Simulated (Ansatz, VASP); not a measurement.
Cu in VASP and in Ansatz

```xyz
1
Lattice="0.0000 1.7818 1.7818 1.7818 0.0000 1.7818 1.7818 1.7818 0.0000" Properties=species:S:1:pos:R:3 pbc="T T T"
Cu    0.0000    0.0000    0.0000
```

Alike in both runs: functional PBEsol; k mesh 20 × 20 × 20; occupations gaussian, width 0.1 eV; no spin polarisation.

Ansatz relaxed the structure, and its values are those at the end. VASP's run is a single point on that final structure, the one shown.

|  | VASP | Ansatz |
| --- | --- | --- |
| version | VASP 6.6.1 | Ansatz 0.2.0 |
| potentials or method | VASP PAW PBE potentials, release 64 (Cu), cutoff 520 eV | scalar-relativistic, plane waves, PAW |
| valence electrons in the cell | 11 | 19 |

|  | VASP | Ansatz | Ansatz less VASP |
| --- | --- | --- | --- |
| gap on the k mesh at the Fermi level (eV) | none | none | - |
| pressure (GPa) | 0.7 | 0.0 | -0.70 |

VASP's potentials were made for PBE, not for PBEsol. A gap of «none» marks a metal or a gap that the smearing closes. VASP's potentials hold 11 valence electrons a cell and Ansatz's 19, so a difference there can come from the potentials and not from the codes.
